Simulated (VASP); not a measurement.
Input of a VASP 6.6.1 run:

The input INCAR:

```
SYSTEM = HfB
  PREC = Accurate
  ENCUT = 600
  EDIFF = 1E-7
  ISMEAR = -1
  SIGMA = 0.05
  LREAL = .FALSE.
  LASPH = .TRUE.
  NELM = 80
  ALGO = Normal
  ISIF = 3
  LWAVE = .FALSE.
  LCHARG = .FALSE.
  GGA = PS
  IBRION = 2
  NSW = 60
  EDIFFG = -0.01
  PSTRESS = 200.0
```

KPOINTS

```
Automatic mesh
0
G
  10 10 10
  0 0 0
```

Contents of POSCAR:

```
HfB
1.0
    0.0000000000      2.3100000000      2.3100000000
    2.3100000000      0.0000000000      2.3100000000
    2.3100000000      2.3100000000      0.0000000000
Hf B
1 1
Direct
    0.5000000000      0.5000000000      0.5000000000
    0.0000000000      0.0000000000      0.0000000000
```

Potentials or basis: VASP PAW PBE potentials, release 64 (Hf_pv, B).

Run with:

```bash
$ cat potpaw_PBE.64/Hf_pv/POTCAR potpaw_PBE.64/B/POTCAR > POTCAR
$ mpirun -np 1 vasp_std > vasp.out
```

**Question.** What does it give for the space group after relaxing (to 0.05 Å)?

**Answer.** Fm-3m (No. 225).

**Question.** Estimate the relaxed cell.

**Answer.** a = 3.285 Å, b = 3.285 Å, c = 3.285 Å, α = 60.00°, β = 60.00°, γ = 60.00°.

**Question.** Predict the relaxed volume.

**Answer.** 12.53 Å³/atom.

Final structure:
```xyz
2
Lattice="0.0000 2.3228 2.3228 2.3228 0.0000 2.3228 2.3228 2.3228 0.0000" Properties=species:S:1:pos:R:3 pbc="T T T"
Hf    2.3228    2.3228    2.3228
B     0.0000    0.0000    0.0000
```

Caveat: the cell is relaxed towards a set pressure, so the enthalpy falls and the energy may rise; the PAW data sets were made with another functional, which shifts forces and pressure a little. Zero-point motion and thermal expansion aren't in these numbers.
